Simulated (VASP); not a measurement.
# ZrO2 (Fm-3m) in VASP: notebook

Runs on ZrO2. Level: LDA. Tasks: single point, relaxation of the atoms.

Program: VASP 6.6.1. These are calculated values, not measurements. Logs are shortened: lines on timing, memory, paths and dates and some standing lists are left out, and cuts for length are marked.

## 1. The cell of the first run

Symmetry: Fm-3m, No. 225, cubic system. Conventional cell: a = 5.089 Å, b = 5.089 Å, c = 5.089 Å, α = 90.00°, β = 90.00°, γ = 90.00°. Zr (site symmetry m-3m) has 8 O at 2.20 Å within 2.9 Å. Within 2.9 Å of O (site symmetry -43m) lie 4 Zr at 2.20 Å and 6 O at 2.54 Å.

## 2. Single point, LDA (strained cell)

Input file INCAR:

```
SYSTEM = ZrO2
  ALGO = Normal
  EDIFF = 1E-6
  ENCUT = 600
  GGA_COMPAT = .FALSE.
  ISIF = 2
  ISMEAR = 0
  LASPH = .TRUE.
  LCHARG = .TRUE.
  LELF = .TRUE.
  LREAL = .FALSE.
  LVHAR = .TRUE.
  LWAVE = .FALSE.
  NBANDS = 19
  NELM = 120
  PREC = Accurate
  SIGMA = 0.02
```

Input file KPOINTS:

```
k-points
0
G
  8 8 8
  0 0 0
```

Input file POSCAR:

```
ZrO2
1.0
    0.0000000000      2.5445431789      2.5445431789
    2.5445431789      0.0000000000      2.5445431789
    2.5445431789      2.5445431789      0.0000000000
Zr O
1 2
Direct
    0.0000000000      0.0000000000      0.0000000000
    0.2500000000      0.2500000000      0.2500000000
    0.7500000000      0.7500000000      0.7500000000
```

Potentials or basis: VASP PAW LDA potentials, release 64 (Zr_sv, O).

Launch:

```
cat potpaw_LDA.64/Zr_sv/POTCAR potpaw_LDA.64/O/POTCAR > POTCAR
mpirun -np 1 vasp_std > vasp.out
```

OUTCAR:

```text
SYSTEM = ZrO2
   EDIFF = 1E-6
   ENCUT = 600
   ISIF = 2
   ISMEAR = 0
   LASPH = .TRUE.
   LREAL = .FALSE.
   NELM = 120
   PREC = Accurate

 ion  position               nearest neighbor table
   1  0.000  0.000  0.000-   2 2.20   3 2.20   3 2.20   3 2.20   3 2.20   2 2.20   2 2.20   2 2.20

   2  0.250  0.250  0.250-   1 2.20   1 2.20   1 2.20   1 2.20
   3  0.750  0.750  0.750-   1 2.20   1 2.20   1 2.20   1 2.20

  LATTYP: Found a face centered cubic cell.
 ALAT       =     5.0890863578

  Lattice vectors:

 A1 = (   0.0000000000,   2.5445431789,   2.5445431789)
 A2 = (   2.5445431789,   0.0000000000,   2.5445431789)
 A3 = (   2.5445431789,   2.5445431789,   0.0000000000)

Analysis of symmetry for initial positions (statically):
=====================================================================
 Subroutine PRICEL returns:
 Original cell was already a primitive cell.

 Routine SETGRP: Setting up the symmetry group for a
 face centered cubic supercell.

 Subroutine GETGRP returns: Found 48 space group operations
 (whereof 48 operations were pure point group operations)
 out of a pool of 48 trial point group operations.

The static configuration has the point symmetry O_h .

Analysis of symmetry for dynamics (positions and initial velocities):
=====================================================================
 Subroutine PRICEL returns:
 Original cell was already a primitive cell.

 Routine SETGRP: Setting up the symmetry group for a
 face centered cubic supercell.

 Subroutine GETGRP returns: Found 48 space group operations
 (whereof 48 operations were pure point group operations)
 out of a pool of 48 trial point group operations.

The dynamic configuration has the point symmetry O_h .

 Subroutine INISYM returns: Found 48 space group operations
 (whereof 48 operations are pure point group operations),
 and found     1 'primitive' translations

----------------------------------------------------------------------------------------

                                     Primitive cell

  volume of cell :      32.9503

  direct lattice vectors                    reciprocal lattice vectors
     0.000000000  2.544543179  2.544543179    -0.196498925  0.196498925  0.196498925
     2.544543179  0.000000000  2.544543179     0.196498925 -0.196498925  0.196498925
     2.544543179  2.544543179  0.000000000     0.196498925  0.196498925 -0.196498925

  length of vectors
     3.598527474  3.598527474  3.598527474     0.340346122  0.340346122  0.340346122

  position of ions in fractional coordinates (direct lattice)
     0.000000000  0.000000000  0.000000000
     0.250000000  0.250000000  0.250000000
     0.750000000  0.750000000  0.750000000

  ion indices of the primitive-cell ions
   primitive index   ion index
                 1           1
                 2           2
                 3           3

----------------------------------------------------------------------------------------

 KPOINTS: k-points

Automatic generation of k-mesh.
 Grid dimensions read from file:
 generate k-points for:    8    8    8

 Generating k-lattice:

  Cartesian coordinates                     Fractional coordinates (reciprocal lattice)
    -0.024562366  0.024562366  0.024562366     0.125000000  0.000000000  0.000000000
     0.024562366 -0.024562366  0.024562366     0.000000000  0.125000000  0.000000000
     0.024562366  0.024562366 -0.024562366     0.000000000  0.000000000  0.125000000

  Length of vectors
     0.042543265  0.042543265  0.042543265

  Shift w.r.t. Gamma in fractional coordinates (k-lattice)
     0.000000000  0.000000000  0.000000000

 Subroutine IBZKPT returns following result:
 ===========================================

 Found     29 irreducible k-points:

 Following reciprocal coordinates:
            Coordinates               Weight
  0.000000  0.000000  0.000000      1.000000
  0.125000  0.000000  0.000000      8.000000
  0.250000  0.000000  0.000000      8.000000
  0.375000  0.000000  0.000000      8.000000
  0.500000  0.000000  0.000000      4.000000
  0.125000  0.125000  0.000000      6.000000
[... 16 lines left out ...]
  0.500000  0.250000  0.125000     48.000000
 -0.375000  0.250000  0.125000     24.000000
 [... further k-points ...]
   k-points           NKPTS =     29   k-points in BZ     NKDIM =     29   number of bands    NBANDS=     19
   number of dos      NEDOS =    301   number of ions     NIONS =      3
   total plane-waves  NPLWV =  27000
   dimension x,y,z NGX =    30 NGY =   30 NGZ =   30
   dimension x,y,z NGXF=    60 NGYF=   60 NGZF=   60
   ions per type =               1   2
   NGX,Y,Z   is equivalent  to a cutoff of  13.86, 13.86, 13.86 a.u.
   NGXF,Y,Z  is equivalent  to a cutoff of  27.72, 27.72, 27.72 a.u.
 SYSTEM =  ZrO2
   PREC   = accura    normal or accurate (medium, high low for compatibility)
   ISTART =      0    job   : 0-new  1-cont  2-samecut
   ICHARG =      2    charge: 1-file 2-atom 10-const
   ISPIN  =      1    spin polarized calculation?
   LNONCOLLINEAR =      F non collinear calculations
   LSORBIT =      F    spin-orbit coupling
   LASPH  =      T    aspherical Exc in radial PAW
   ENCUT  =  600.0 eV  44.10 Ry    6.64 a.u.   7.19  7.19  7.19*2*pi/ulx,y,z
   NELM   =    120;   NELMIN=  2; NELMDL= -5     # of ELM steps
   EDIFF  = 0.1E-05   stopping-criterion for ELM
   LREAL  =      F    real-space projection
   EDIFFG = 0.1E-04   stopping-criterion for IOM
   NSW    =      0    number of steps for IOM
   IBRION =     -1    ionic relax: 0-MD 1-quasi-New 2-CG
   NFREE  =      0    steps in history (QN), initial steepest desc. (CG)
   ISIF   =      2    stress and relaxation
   ISYM   =      2    0-nonsym 1-usesym 2-fastsym
   POTIM  = 0.5000    time-step for ionic-motion
   TEBEG  =    0.0;   TEEND  =   0.0 temperature during run
   PSTRESS=    0.0 pullay stress
   NELECT =      24.0000    total number of electrons
   NUPDOWN=      -1.0000    fix difference up-down
   EMIN   =  10.00;   EMAX   =-10.00  energy-range for DOS
   EFERMI =   0.00;   METHOD = LEGACY
   ISMEAR =     0;   SIGMA  =   0.02  broadening in eV -4-tet -1-fermi 0-gaus
   EFERMI_NEDOS =   21; number of points for ismear=-14 and -15
   IALGO  =     38    algorithm
   IMIX   =      4    mixing-type and parameters
     AMIX     =   0.40;   BMIX     =  1.00
     AMIX_MAG =   1.60;   BMIX_MAG =  1.00
  volume/ion in A,a.u.               =      10.98        74.12
  Fermi-wavevector in a.u.,A,eV,Ry     =   1.472964  2.783498 29.519506  2.169623
  Thomas-Fermi vector in A             =   2.587915
   LORBIT       =      0    0 simple, 1 ext, 2 COOP (PROOUT), +10 PAW based schemes
   GGA     = CA    functional components
   LHFCALC =     F    Hartree Fock is set to
   AEXX    =    0.0000 exact exchange contribution
   IVDW    =     0    specifies the selected vdW correction
   LEPSILON=     F    determine dielectric tensor
   LRPA    =     F    only Hartree local field effects (RPA)
 non-spin polarized calculation
 Gauss-broadening in eV      SIGMA  =   0.02
  energy-cutoff  :      600.00
  volume of cell :       32.95
 maximum number of plane-waves:      1124
 NGX is ok and might be reduce to    30
   NGX = 15   NGY = 15   NGZ = 15

 number of electron      23.9999995 magnetization

 Free energy of the ion-electron system (eV)
  ---------------------------------------------------
  ext. energy  EPLUGINS =         0.00000000
  ---------------------------------------------------
  free energy    TOTEN  =       -31.34406038 eV

  energy without entropy =      -31.34406038  energy(sigma->0) =      -31.34406038

 E-fermi :   7.0390     XC(G=0): -12.2791

 val. band max:        6.9452238822   @ k =   0.5000   0.5000   0.0000
 cond. band min:      10.1785498393   @ k =   0.0000   0.0000   0.0000
 fundamental gap:      3.2333259571
 Fermi energy:         7.0390395195

 k-point     1 :       0.0000    0.0000    0.0000
  band No.  band energies     occupation
      1     -40.7862      2.00000
      2     -18.7730      2.00000
      3     -18.7730      2.00000
      4     -18.7730      2.00000
      5     -10.9819      2.00000
      6      -8.3096      2.00000
[... 11 lines left out ...]
     18      16.3453      0.00000
     19      21.0159      0.00000

 k-point     2 :       0.1250    0.0000    0.0000
  band No.  band energies     occupation
      1     -40.7790      2.00000
      2     -18.8880      2.00000
      3     -18.7839      2.00000
      4     -18.7839      2.00000
      5     -10.7580      2.00000
      6      -8.4752      2.00000
[... 11 lines left out ...]
     18      16.1116      0.00000
     19      20.7045      0.00000

 k-point     3 :       0.2500    0.0000    0.0000
  band No.  band energies     occupation
      1     -40.7617      2.00000
      2     -19.1464      2.00000
      3     -18.8098      2.00000
      4     -18.8098      2.00000
      5     -10.2755      2.00000
      6      -8.7703      2.00000
[... 11 lines left out ...]
     18      15.9174      0.00000
     19      20.0482      0.00000

 k-point     4 :       0.3750    0.0000    0.0000
  band No.  band energies     occupation
      1     -40.7443      2.00000
      2     -19.3833      2.00000
      3     -18.8355      2.00000
      4     -18.8355      2.00000
      5      -9.9991      2.00000
      6      -8.7981      2.00000
[... 11 lines left out ...]
     18      16.1225      0.00000
     19      20.1653      0.00000

 k-point     5 :       0.5000    0.0000    0.0000
  band No.  band energies     occupation
      1     -40.7370      2.00000
      2     -19.4762      2.00000
      3     -18.8460      2.00000
      4     -18.8460      2.00000
      5      -9.9855      2.00000
      6      -8.6908      2.00000
[... 11 lines left out ...]
     18      15.6967      0.00000
     19      20.7162      0.00000
[... 334 lines left out ...]
      2     -19.5286      2.00000
      3     -18.9554      2.00000
      4     -18.9554      2.00000
      5      -9.5817      2.00000
      6      -8.7806      2.00000
[... 11 lines left out ...]
     18      20.2101      0.00000
     19      20.4200      0.00000

 k-point    22 :       0.3750    0.2500    0.1250
  band No.  band energies     occupation
      1     -40.7487      2.00000
      2     -19.2262      2.00000
      3     -18.9243      2.00000
      4     -18.8439      2.00000
      5      -9.8298      2.00000
      6      -9.0345      2.00000
[... 11 lines left out ...]
     18      16.5495      0.00000
     19      20.8585      0.00000

 k-point    23 :       0.5000    0.2500    0.1250
  band No.  band energies     occupation
      1     -40.7347      2.00000
      2     -19.3385      2.00000
      3     -19.0180      2.00000
      4     -18.8733      2.00000
      5      -9.5626      2.00000
      6      -9.0592      2.00000
[... 11 lines left out ...]
     18      17.3043      0.00000
     19      21.0310      0.00000

 k-point    24 :      -0.3750    0.2500    0.1250
  band No.  band energies     occupation
      1     -40.7289      2.00000
      2     -19.3808      2.00000
      3     -19.0569      2.00000
      4     -18.8878      2.00000
      5      -9.5748      2.00000
      6      -8.9322      2.00000
[... 11 lines left out ...]
     18      17.3762      0.00000
     19      21.2843      0.00000

 [... further k-points ...]
[... 5 lines left out ...]
  --------------------------------------------------------------------------------------
  -------------------------------------------------------------------------------------
  Total       -1.8171975     -1.8171975     -1.8171975      0.0000000      0.0000000      0.0000000
  in kB      -88.3594982    -88.3594982    -88.3594982      0.0000000      0.0000000      0.0000000
  external PRESSURE =     -88.3594982 kB  Pullay stress =       0.0000000 kB

 VOLUME and BASIS-vectors are now :
 -----------------------------------------------------------------------------
  energy-cutoff  :      600.00
  volume of cell :       32.95
      direct lattice vectors                 reciprocal lattice vectors
     0.000000000  2.544543179  2.544543179    -0.196498925  0.196498925  0.196498925
     2.544543179  0.000000000  2.544543179     0.196498925 -0.196498925  0.196498925
     2.544543179  2.544543179  0.000000000     0.196498925  0.196498925 -0.196498925

 POSITION                                       TOTAL-FORCE (eV/Angst)
 -----------------------------------------------------------------------------------
      0.00000      0.00000      0.00000        -0.000000     -0.000000     -0.000000
      1.27227      1.27227      1.27227        -0.000000     -0.000000     -0.000000
      3.81681      3.81681      3.81681         0.000000      0.000000      0.000000
 -----------------------------------------------------------------------------------
    total drift:                                0.000000     -0.000000      0.000000

  FREE ENERGIE OF THE ION-ELECTRON SYSTEM (eV)
  ---------------------------------------------------
  free  energy   TOTEN  =       -31.3440603786 eV

  energy  without entropy=      -31.3440603786  energy(sigma->0) =      -31.34406038
```

Run time: 23 s. Hardware: 1 thread of Intel Xeon Platinum 8488C (Sapphire Rapids), shared host; peak memory 0.16 GiB.

What came out:

```
Free energy            : -31.3441 eV
Pressure               : -8.8 GPa
Band gap on the k mesh : 3.23 eV (least direct gap 3.66 eV)
```

Levels at points of the mesh, in eV from the valence-band top:
| k point | band 8 | band 9 | band 10 | band 11 | band 12 | band 13 | band 14 | band 15 | band 16 | band 17 |
| --- | --- | --- | --- | --- | --- | --- | --- | --- | --- | --- |
| (0.00, 0.00, 0.00) | -5.29 | -5.29 | -0.54 | -0.54 | -0.54 | 3.23 | 3.23 | 6.39 | 9.40 | 9.40 |
| (0.50, 0.00, 0.00) | -4.28 | -2.57 | -2.50 | -1.66 | -1.66 | 3.90 | 3.90 | 6.13 | 8.48 | 8.48 |
| (0.50, 0.50, 0.00) | -3.18 | -3.18 | -1.52 | -1.52 | 0.00 | 3.66 | 4.66 | 5.87 | 7.29 | 7.29 |

Caveat: the cell differs from its parent crystal (strained cell); the cell stands under tension.

## 3. Relaxation of the atoms, LDA (strained cell)

Input file INCAR:

```
  PREC = Accurate
  ENCUT = 520
  EDIFF = 1E-7
  ISMEAR = 0
  SIGMA = 0.02
  LREAL = False
  LASPH = True
  NELM = 120
  ALGO = Normal
  ISIF = 2
  LWAVE = False
  LCHARG = False
  GGA = CA
  IBRION = 2
  NSW = 60
  EDIFFG = -0.002
  GGA_COMPAT = False
  NELMIN = 4
```

Input file KPOINTS:

```
regular mesh
0
Gamma
  8 8 8
```

POSCAR is that of step 2.

Potentials or basis: VASP PAW LDA potentials, release 64 (Zr_sv, O).

Launch:

```
cat potpaw_LDA.64/Zr_sv/POTCAR potpaw_LDA.64/O/POTCAR > POTCAR
mpirun -np 1 vasp_std > vasp.out
```

It took 14 s on 1 thread of Intel Xeon Platinum 8488C (Sapphire Rapids), shared host; peak memory 0.14 GiB.

The run converged. Its results:

- Free energy: -31.3383 eV
- Pressure after relaxing: -8.6 GPa
- Band gap on the k mesh: 3.23 eV (least direct gap 3.65 eV)

Final structure:
```
Zr O
1.0
     0.00000    2.54454    2.54454
     2.54454    0.00000    2.54454
     2.54454    2.54454    0.00000
Zr O
1 2
Direct
  0.00000 0.00000 0.00000
  0.25000 0.25000 0.25000
  0.75000 0.75000 0.75000
```

Levels at points of the mesh, in eV from the valence-band top:
| k point | band 8 | band 9 | band 10 | band 11 | band 12 | band 13 | band 14 | band 15 | band 16 |
| --- | --- | --- | --- | --- | --- | --- | --- | --- | --- |
| (0.00, 0.00, 0.00) | -5.29 | -5.29 | -0.54 | -0.54 | -0.54 | 3.23 | 3.23 | 6.39 | 9.40 |
| (0.50, 0.00, 0.00) | -4.28 | -2.57 | -2.50 | -1.66 | -1.66 | 3.89 | 3.89 | 6.12 | 8.48 |
| (0.50, 0.50, 0.00) | -3.18 | -3.18 | -1.52 | -1.52 | 0.00 | 3.65 | 4.65 | 5.87 | 7.28 |

Caveat: the cell differs from its parent crystal (strained cell); the relaxation stopped at its first step, so nothing moved.
